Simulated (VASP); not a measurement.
# MgI2 (Fm-3m) in VASP: a series of runs

The runs below take MgI2 through relaxation of cell and atoms, single point, with r2SCAN, PBE, HSE06.

All numbers are computed with VASP 6.6.1; they aren't measurements. Logs are shortened: lines on timing, memory, paths and dates and some standing lists are left out, and cuts for length are marked.

## (1) The cell of the first run

Symmetry: Fm-3m, No. 225, cubic system. Conventional cell: a = 7.528 Å, b = 7.528 Å, c = 7.528 Å, α = 90.00°, β = 90.00°, γ = 90.00°. Within 4.3 Å of Mg (site symmetry m-3m) lie 8 I at 3.26 Å. I (site symmetry -43m) has 4 Mg at 3.26 Å and 6 I at 3.76 Å within 4.3 Å.

## (2) Relaxation of cell and atoms, r2SCAN

Input file POSCAR:

```
MgI2
1.0
    0.0000000000      3.7638621720      3.7638621720
    3.7638621720      0.0000000000      3.7638621720
    3.7638621720      3.7638621720      0.0000000000
Mg I
1 2
Direct
    0.0000000000      0.0000000000      0.0000000000
    0.2500000000      0.2500000000      0.2500000000
    0.7500000000      0.7500000000      0.7500000000
```

Input file INCAR.step1:

```
ALGO = Normal
EDIFF = 1E-4
ENCUT = 600
GGA = PE
ISMEAR = -1
LASPH = T
LCHARG = F
LREAL = F
LWAVE = T
NELM = 80
PREC = Accurate
SIGMA = 0.02
```

Input file INCAR.step2:

```
ALGO = Normal
EDIFF = 1E-6
EDIFFG = -0.005
ENCUT = 600
IBRION = 2
ISIF = 3
ISMEAR = -1
ISTART = 1
LASPH = T
LCHARG = F
LMIXTAU = T
LREAL = F
LWAVE = F
METAGGA = R2SCAN
NELM = 80
NSW = 80
PREC = Accurate
SIGMA = 0.02
```

Input file KPOINTS:

```
k-points
0
Gamma
  6 6 6
```

Potentials or basis: VASP PAW PBE potentials, release 64 (Mg, I).

On the command line:

```
$ cat potpaw_PBE.64/Mg/POTCAR potpaw_PBE.64/I/POTCAR > POTCAR
$ cp INCAR.step1 INCAR
$ mpirun -np 1 vasp_std > vasp.out
$ cp INCAR.step2 INCAR
$ mpirun -np 1 vasp_std > vasp.out
```

OUTCAR:

```text
EDIFF = 1E-6
   EDIFFG = -0.005
   ENCUT = 600
   IBRION = 2
   ISIF = 3
   ISMEAR = -1
   ISTART = 1
   LASPH = T
   LREAL = F
   METAGGA = R2SCAN
   NELM = 80
   NSW = 80
   PREC = Accurate

 ion  position               nearest neighbor table
   1  0.000  0.000  0.000-   3 3.26   3 3.26   3 3.26   2 3.26   3 3.26   2 3.26   2 3.26   2 3.26

   2  0.250  0.250  0.250-   1 3.26   1 3.26   1 3.26   1 3.26
   3  0.750  0.750  0.750-   1 3.26   1 3.26   1 3.26   1 3.26

  LATTYP: Found a face centered cubic cell.
 ALAT       =     7.5277243440

  Lattice vectors:

 A1 = (   0.0000000000,   3.7638621720,   3.7638621720)
 A2 = (   3.7638621720,   0.0000000000,   3.7638621720)
 A3 = (   3.7638621720,   3.7638621720,   0.0000000000)

Analysis of symmetry for initial positions (statically):
=====================================================================
 Subroutine PRICEL returns:
 Original cell was already a primitive cell.

 Routine SETGRP: Setting up the symmetry group for a
 face centered cubic supercell.

 Subroutine GETGRP returns: Found 48 space group operations
 (whereof 48 operations were pure point group operations)
 out of a pool of 48 trial point group operations.

The static configuration has the point symmetry O_h .

Analysis of symmetry for dynamics (positions and initial velocities):
=====================================================================
 Subroutine PRICEL returns:
 Original cell was already a primitive cell.

 Routine SETGRP: Setting up the symmetry group for a
 face centered cubic supercell.

 Subroutine GETGRP returns: Found 48 space group operations
 (whereof 48 operations were pure point group operations)
 out of a pool of 48 trial point group operations.

The dynamic configuration has the point symmetry O_h .

 Subroutine INISYM returns: Found 48 space group operations
 (whereof 48 operations are pure point group operations),
 and found     1 'primitive' translations

----------------------------------------------------------------------------------------

                                     Primitive cell

  volume of cell :     106.6427

  direct lattice vectors                    reciprocal lattice vectors
     0.000000000  3.763862172  3.763862172    -0.132842271  0.132842271  0.132842271
     3.763862172  0.000000000  3.763862172     0.132842271 -0.132842271  0.132842271
     3.763862172  3.763862172  0.000000000     0.132842271  0.132842271 -0.132842271

  length of vectors
     5.322904931  5.322904931  5.322904931     0.230089563  0.230089563  0.230089563

  position of ions in fractional coordinates (direct lattice)
     0.000000000  0.000000000  0.000000000
     0.250000000  0.250000000  0.250000000
     0.750000000  0.750000000  0.750000000

  ion indices of the primitive-cell ions
   primitive index   ion index
                 1           1
                 2           2
                 3           3

----------------------------------------------------------------------------------------

 KPOINTS: k-points

Automatic generation of k-mesh.
 Grid dimensions read from file:
 generate k-points for:    6    6    6

 Generating k-lattice:

  Cartesian coordinates                     Fractional coordinates (reciprocal lattice)
    -0.022140379  0.022140379  0.022140379     0.166666667  0.000000000  0.000000000
     0.022140379 -0.022140379  0.022140379     0.000000000  0.166666667  0.000000000
     0.022140379  0.022140379 -0.022140379     0.000000000  0.000000000  0.166666667

  Length of vectors
     0.038348261  0.038348261  0.038348261

[... 56 lines left out ...]
   NUPDOWN=      -1.0000    fix difference up-down
   EMIN   =  10.00;   EMAX   =-10.00  energy-range for DOS
   EFERMI =   0.00;   METHOD = LEGACY
   ISMEAR =    -1;   SIGMA  =   0.02  broadening in eV -4-tet -1-fermi 0-gaus
   EFERMI_NEDOS =   21; number of points for ismear=-14 and -15
   IALGO  =     38    algorithm
   IMIX   =      4    mixing-type and parameters
     AMIX     =   0.40;   BMIX     =  1.00
     AMIX_MAG =   1.60;   BMIX_MAG =  1.00
  volume/ion in A,a.u.               =      35.55       239.89
  Fermi-wavevector in a.u.,A,eV,Ry     =   0.869904  1.643879 10.295967  0.756732
  Thomas-Fermi vector in A             =   1.988792
   LORBIT       =      0    0 simple, 1 ext, 2 COOP (PROOUT), +10 PAW based schemes
   METAGGA = R2SCAN    functional components
   LHFCALC =     F    Hartree Fock is set to
   AEXX    =    0.0000 exact exchange contribution
   IVDW    =     0    specifies the selected vdW correction
   LEPSILON=     F    determine dielectric tensor
   LRPA    =     F    only Hartree local field effects (RPA)
 conjugate gradient relaxation of ions
 non-spin polarized calculation
  energy-cutoff  :      600.00
  volume of cell :      106.64
 maximum number of plane-waves:      3582
 NGX is ok and might be reduce to    48
   NGX = 21   NGY = 21   NGZ = 21

--------------------------------------- Ionic step        1  -------------------------------------------

 number of electron      15.9999999 magnetization

 Free energy of the ion-electron system (eV)
  ---------------------------------------------------
  ext. energy  EPLUGINS =         0.00000000
  ---------------------------------------------------
  free energy    TOTEN  =       -55.45887055 eV

  energy without entropy =      -55.45887055  energy(sigma->0) =      -55.45887055

------------------------ aborting loop because EDIFF is reached ----------------------------------------

  FORCE on cell =-STRESS in cart. coord.  units (eV):
  Direction    XX          YY          ZZ          XY          YZ          ZX
  --------------------------------------------------------------------------------------
  -------------------------------------------------------------------------------------
  Total       -0.2066167     -0.2066167     -0.2066167     -0.0000000     -0.0000000      0.0000000
  in kB       -3.1041656     -3.1041656     -3.1041656     -0.0000000     -0.0000000      0.0000000
  external PRESSURE =      -3.1041656 kB  Pullay stress =       0.0000000 kB

 VOLUME and BASIS-vectors are now :
 -----------------------------------------------------------------------------
  energy-cutoff  :      600.00
  volume of cell :      106.64
      direct lattice vectors                 reciprocal lattice vectors
     0.000000000  3.763862172  3.763862172    -0.132842271  0.132842271  0.132842271
     3.763862172  0.000000000  3.763862172     0.132842271 -0.132842271  0.132842271
     3.763862172  3.763862172  0.000000000     0.132842271  0.132842271 -0.132842271

 POSITION                                       TOTAL-FORCE (eV/Angst)
 -----------------------------------------------------------------------------------
      0.00000      0.00000      0.00000        -0.000000      0.000000     -0.000000
      1.88193      1.88193      1.88193        -0.000000     -0.000000     -0.000000
      5.64579      5.64579      5.64579         0.000000      0.000000      0.000000
 -----------------------------------------------------------------------------------
    total drift:                               -0.000000     -0.000000     -0.000000

  FREE ENERGIE OF THE ION-ELECTRON SYSTEM (eV)
  ---------------------------------------------------
  free  energy   TOTEN  =       -55.4588705500 eV

  energy  without entropy=      -55.4588705500  energy(sigma->0) =      -55.45887055

--------------------------------------- Ionic step        2  -------------------------------------------

 number of electron      15.9999999 magnetization

 Free energy of the ion-electron system (eV)
  ---------------------------------------------------
  ext. energy  EPLUGINS =         0.00000000
  ---------------------------------------------------
  free energy    TOTEN  =       -55.45997063 eV

  energy without entropy =      -55.45997063  energy(sigma->0) =      -55.45997063

 E-fermi :   3.5180     XC(G=0):  -8.4983

 val. band max:        3.0860403578   @ k =   0.5000   0.5000   0.0000
 cond. band min:       4.3881560819   @ k =   0.0000   0.0000   0.0000
 fundamental gap:      1.3021157241
 Fermi energy:         3.5179851205

 k-point     1 :       0.0000    0.0000    0.0000
  band No.  band energies     occupation
      1     -10.2851      2.00000
      2      -8.5926      2.00000
      3       0.0163      2.00000
      4       0.0163      2.00000
      5       0.0163      2.00000
      6       1.9263      2.00000
      7       1.9263      2.00000
      8       1.9263      2.00000
      9       4.3882      0.00000
     10       6.6079      0.00000
     11       6.6079      0.00000
     12       6.6079      0.00000
[... 211 lines left out ...]
 k-point    16 :      -0.3333    0.5000    0.1667
  band No.  band energies     occupation
      1      -9.5486      2.00000
      2      -9.2730      2.00000
      3      -1.7201      2.00000
      4      -1.0183      2.00000
      5      -0.1373      2.00000
      6       1.4407      2.00000
      7       2.6650      2.00000
      8       2.9575      2.00000
      9       5.2103      0.00000
     10       8.0858      0.00000
     11       8.6755      0.00000
     12       9.6207      0.00000

------------------------ aborting loop because EDIFF is reached ----------------------------------------

  FORCE on cell =-STRESS in cart. coord.  units (eV):
  Direction    XX          YY          ZZ          XY          YZ          ZX
  --------------------------------------------------------------------------------------
  -------------------------------------------------------------------------------------
  Total       -0.0125414     -0.0125414     -0.0125414      0.0000000      0.0000000     -0.0000000
  in kB       -0.1903102     -0.1903102     -0.1903102      0.0000000      0.0000000     -0.0000000
  external PRESSURE =      -0.1903102 kB  Pullay stress =       0.0000000 kB

 VOLUME and BASIS-vectors are now :
 -----------------------------------------------------------------------------
  energy-cutoff  :      600.00
  volume of cell :      105.58
      direct lattice vectors                 reciprocal lattice vectors
    -0.000000000  3.751356441  3.751356441    -0.133285122  0.133285122  0.133285122
     3.751356441 -0.000000000  3.751356441     0.133285122 -0.133285122  0.133285122
     3.751356441  3.751356441 -0.000000000     0.133285122  0.133285122 -0.133285122

 POSITION                                       TOTAL-FORCE (eV/Angst)
 -----------------------------------------------------------------------------------
      7.50271      3.75136      3.75136        -0.000000      0.000000     -0.000000
      1.87568      1.87568      1.87568        -0.000000      0.000000      0.000000
      5.62703      5.62703      5.62703         0.000000     -0.000000     -0.000000
 -----------------------------------------------------------------------------------
    total drift:                               -0.000000     -0.000000     -0.000000

  FREE ENERGIE OF THE ION-ELECTRON SYSTEM (eV)
  ---------------------------------------------------
  free  energy   TOTEN  =       -55.4599706292 eV

  energy  without entropy=      -55.4599706292  energy(sigma->0) =      -55.45997063

 reached required accuracy - stopping structural energy minimisation
```

Run time: 8.1 min. Hardware: 1 thread of AMD EPYC 7R13, shared host; peak memory 0.33 GiB.

Results:

```yaml
Free_energy: -55.4600 eV
Relaxed_volume: 35.19 Å³/atom
Relaxed_cell: a = 5.305 Å, b = 5.305 Å, c = 5.305 Å, α = 60.00°, β = 60.00°, γ = 60.00°
Space_group_after_relaxing_to_0.1_Å: Fm-3m (No. 225)
Energy_gained_by_relaxing: 0.4 meV/atom
Ionic_steps: 2
Pressure_after_relaxing: 0.0 GPa
Band_gap_on_the_k_mesh: 1.30 eV (least direct gap 1.50 eV)
```

Step by step:
```
step  energy change (eV)  largest force (eV/Å)  pressure (GPa)  volume (Å³)
   1              0.0000                0.0000           -0.31       106.64
   2             -0.0011                0.0000           -0.02       105.58
```

Final structure:
```
Mg I
1.0
     0.00000    3.75136    3.75136
     3.75136    0.00000    3.75136
     3.75136    3.75136    0.00000
Mg I
1 2
Direct
  0.00000 0.00000 0.00000
  0.25000 0.25000 0.25000
  0.75000 0.75000 0.75000
```

Levels at points of the mesh, in eV from the valence-band top:
| k point | band 4 | band 5 | band 6 | band 7 | band 8 | band 9 | band 10 | band 11 | band 12 |
| --- | --- | --- | --- | --- | --- | --- | --- | --- | --- |
| (0.00, 0.00, 0.00) | -3.07 | -3.07 | -1.16 | -1.16 | -1.16 | 1.30 | 3.52 | 3.52 | 3.52 |
| (0.50, 0.00, 0.00) | -2.58 | -2.58 | -2.58 | -2.34 | -2.34 | 3.24 | 5.62 | 5.62 | 6.31 |
| (0.50, 0.50, 0.00) | -3.87 | -3.87 | -0.53 | -0.53 | 0.00 | 1.50 | 4.78 | 6.99 | 7.05 |

Caveat: the structure was generated, so it needn't be the stable form of MgI2; the PAW data sets were made with another functional, which shifts forces and pressure a little; spin-orbit coupling is left out, which moves the levels of the heavy elements.

## (3) Single point, PBE, non-collinear spin, zero start, spin-orbit coupling

This run uses another cell than the first one, of 35.32 Å³/atom.

Input file INCAR:

```
SYSTEM = MgI2
ALGO     = Normal         ! electronic algorithm
EDIFF    = 1E-6           ! SCF threshold, eV
ENCUT    = 520            ! plane-wave cutoff, eV
GGA      = PE             ! functional
GGA_COMPAT= .False.      
ISIF     = 2              ! what is computed and relaxed
ISMEAR   = -1             ! smearing method
LASPH    = .True.         ! aspherical terms in the spheres
LCHARG   = .False.        ! write CHGCAR
LNONCOLLINEAR= .True.         ! non-collinear magnetism
LORBIT   = 11             ! projections on sites
LORBMOM  = .True.       
LREAL    = .False.        ! projectors in reciprocal space
LSORBIT  = .True.         ! spin-orbit coupling
LWAVE    = .False.        ! write WAVECAR
MAGMOM   = 0 0 0 0 0 0 0 0 0 ! initial moments
NBANDS   = 29             ! bands
NELM     = 150            ! most SCF steps
PREC     = Accurate       ! precision mode
SIGMA    = 0.02           ! smearing width, eV
```

Input file KPOINTS:

```
k-points
0
Gamma
  6 6 6
  0 0 0
```

Input file POSCAR:

```
MgI2
1.0
    0.0000000000      3.7557205824      3.7557205824
    3.7557205824      0.0000000000      3.7557205824
    3.7557205824      3.7557205824      0.0000000000
Mg I
1 2
Direct
    0.0000000000      0.0000000000      0.0000000000
    0.2500000000      0.2500000000      0.2500000000
    0.7500000000      0.7500000000      0.7500000000
```

Potentials or basis: VASP PAW PBE potentials, release 64 (Mg, I).

On the command line:

```
$ cat potpaw_PBE.64/Mg/POTCAR potpaw_PBE.64/I/POTCAR > POTCAR
$ mpirun -np 1 vasp_ncl > vasp.out
```

OUTCAR:

```text
SYSTEM = MgI2
   EDIFF = 1E-6
   ENCUT = 520
   GGA = PE
   ISIF = 2
   ISMEAR = -1
   LASPH = .True.
   LNONCOLLINEAR = .True.
   LORBIT = 11
   LREAL = .False.
   LSORBIT = .True.
   NELM = 150
   PREC = Accurate

 ion  position               nearest neighbor table
   1  0.000  0.000  0.000-   3 3.25   3 3.25   3 3.25   2 3.25   3 3.25   2 3.25   2 3.25   2 3.25

   2  0.250  0.250  0.250-   1 3.25   1 3.25   1 3.25   1 3.25
   3  0.750  0.750  0.750-   1 3.25   1 3.25   1 3.25   1 3.25

  LATTYP: Found a face centered cubic cell.
 ALAT       =     7.5114411648

  Lattice vectors:

 A1 = (   0.0000000000,   3.7557205824,   3.7557205824)
 A2 = (   3.7557205824,   0.0000000000,   3.7557205824)
 A3 = (   3.7557205824,   3.7557205824,   0.0000000000)

Analysis of symmetry for initial positions (statically):
=====================================================================
 Subroutine PRICEL returns:
 Original cell was already a primitive cell.

[... 757 lines left out ...]
     0.0000000    -0.0000001     0.0000000    -0.0000001     0.0000000
    -0.0000000    -0.0000000    -0.0000001     0.0000000    -0.0000000
    -0.0000001    -0.0000000     0.0000000    -0.0000000     0.0000000
 l=   3
     0.0000000     0.0000000     0.0000000     0.0000000     0.0000000     0.0000000     0.0000000
     0.0000000     0.0000000     0.0000000     0.0000000     0.0000000     0.0000000     0.0000000
     0.0000000     0.0000000     0.0000000     0.0000000     0.0000000     0.0000000     0.0000000
     0.0000000     0.0000000     0.0000000     0.0000000     0.0000000     0.0000000     0.0000000
[... 29 lines left out ...]
 l=   2
     0.0000000    -0.0000056     0.0000000    -0.0000056    -0.0000622
    -0.0000056     0.0000000    -0.0000467    -0.0000056    -0.0000156
     0.0000000    -0.0000467     0.0000000    -0.0000467     0.0000000
    -0.0000056    -0.0000056    -0.0000467     0.0000000    -0.0000156
    -0.0000622    -0.0000156     0.0000000    -0.0000156     0.0000000
 l=   3
     0.0000000     0.0000000     0.0000000     0.0000000     0.0000000     0.0000000     0.0000000
     0.0000000     0.0000000     0.0000000     0.0000000     0.0000000     0.0000000     0.0000000
     0.0000000     0.0000000     0.0000000     0.0000000     0.0000000     0.0000000     0.0000000
     0.0000000     0.0000000     0.0000000     0.0000000     0.0000000     0.0000000     0.0000000
     0.0000000     0.0000000     0.0000000     0.0000000     0.0000000     0.0000000     0.0000000
     0.0000000     0.0000000     0.0000000     0.0000000     0.0000000     0.0000000     0.0000000
     0.0000000     0.0000000     0.0000000     0.0000000     0.0000000     0.0000000     0.0000000

 total charge

# of ion       s       p       d       tot
------------------------------------------
    1        0.122   0.070   0.015   0.206
    2        1.516   2.792   0.014   4.321
    3        1.516   2.792   0.014   4.321
--------------------------------------------------
tot          3.153   5.653   0.043   8.849

 magnetization (x)

# of ion       s       p       d       tot
------------------------------------------
    1        0.000   0.000   0.000   0.000
    2        0.000  -0.000   0.000  -0.000
    3        0.000  -0.000   0.000  -0.000
--------------------------------------------------
tot          0.000  -0.000   0.000  -0.000

 magnetization (y)

# of ion       s       p       d       tot
------------------------------------------
    1       -0.000   0.000   0.000  -0.000
    2        0.000   0.000   0.000   0.000
    3        0.000   0.000  -0.000  -0.000
--------------------------------------------------
tot         -0.000   0.000  -0.000  -0.000

 magnetization (z)

# of ion       s       p       d       tot
------------------------------------------
    1        0.000   0.000   0.000   0.000
    2        0.000   0.000  -0.000  -0.000
    3        0.000   0.000  -0.000  -0.000
--------------------------------------------------
tot          0.000   0.000  -0.000  -0.000
```

Run time: 3.1 min. Hardware: 1 thread of AMD EPYC 7R13, shared host; peak memory 0.48 GiB.

Results:

```yaml
Free_energy: -6.6813 eV
Pressure: 0.2 GPa
Net_moment: 0.00 μB per cell
Valence_electrons_inside_the_program's_atomic_spheres: Mg 0.21; I 4.32
```

Moments on the atoms (μB; x, y, z):
```
Mg  0.00 0.00 0.00
I   0.00 0.00 0.00
I   0.00 0.00 0.00
```

Caveat: the structure was generated, so it needn't be the stable form of MgI2.

(Continued in part 2 of 2.)
